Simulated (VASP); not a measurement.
Input of a VASP 6.6.1 run:

The input INCAR:

```
PREC = Accurate
ENCUT = 520
EDIFF = 1E-7
ISMEAR = 0
SIGMA = 0.1
LREAL = False
LASPH = True
NELM = 60
ALGO = Normal
ISIF = 2
LWAVE = False
LCHARG = True
GGA = PE
LELF = True
LVHAR = True
NBANDS = 11
```

Contents of KPOINTS:

```
Automatic mesh
0
Gamma
  6 6 6
```

POSCAR

```
SiC
1.0
    2.8653240007     -0.0000000028      0.0000000000
   -1.4326619980      2.4814433761      0.0000000000
    0.0000000000      0.0000000000      2.5586924219
Si C
1 1
Direct
    0.0000000000      0.0000000000      0.0000000000
    0.6666666667      0.3333333333      0.5000000000
```

Potentials or basis: VASP PAW PBE potentials, release 64 (Si, C).

The run is started by

```console
$ cat potpaw_PBE.64/Si/POTCAR potpaw_PBE.64/C/POTCAR > POTCAR
$ mpirun -np 1 vasp_std > vasp.out
```

(1) Predict the pressure.

(2) Estimate the band gap on the k mesh.

Results:

(1) -0.1 GPa.

(2) zero (band 4 reaches 12.63 eV, above the bottom of band 5 at 8.81 eV).

Caveat: the k points lie up to 0.42 Å⁻¹ apart.
